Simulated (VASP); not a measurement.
Here is a VASP 6.6.1 calculation.

The input INCAR:

```
ALGO = Normal
EDIFF = 1E-7
EDIFFG = -0.008
ENCUT = 450
GGA = PE
GGA_COMPAT = False
IBRION = 2
ISIF = 2
ISMEAR = 0
LASPH = True
LCHARG = False
LREAL = False
LWAVE = False
NELM = 120
NELMIN = 4
NSW = 60
PREC = Accurate
SIGMA = 0.02
```

File KPOINTS:

```
k-points
0
Gamma
  6 6 4
```

File POSCAR:

```
AgI
1.0
    4.5456982170      0.0000000000      0.0000000000
   -2.2728491085      3.9366901339      0.0000000000
    0.0000000000      0.0000000000      7.4312984412
Ag I
2 2
Direct
    0.3333333333      0.6666666667      0.0024494355
    0.6666666667      0.3333333333      0.5024494355
    0.3333333333      0.6666666667      0.3774505645
    0.6666666667      0.3333333333      0.8774505645
```

Potentials or basis: VASP PAW PBE potentials, release 64 (Ag, I).

The run is started by

```sh
$ cat potpaw_PBE.64/Ag/POTCAR potpaw_PBE.64/I/POTCAR > POTCAR
$ mpirun -np 1 vasp_std > vasp.out
```

Q: What does it give for the band gap on the k mesh?

A: 1.37 eV.

Final structure:
```
Ag I
1.0
     4.54570    0.00000    0.00000
    -2.27285    3.93669    0.00000
     0.00000    0.00000    7.43130
Ag I
2 2
Direct
  0.33333 0.66667 0.00245
  0.66667 0.33333 0.50245
  0.33333 0.66667 0.37745
  0.66667 0.33333 0.87745
```

Caveat: the cell differs from its parent crystal (equal strain along all axes, cell held: -3.0 %); the relaxation stopped at its first step, so nothing moved; spin-orbit coupling is left out, which moves the levels of the heavy elements.
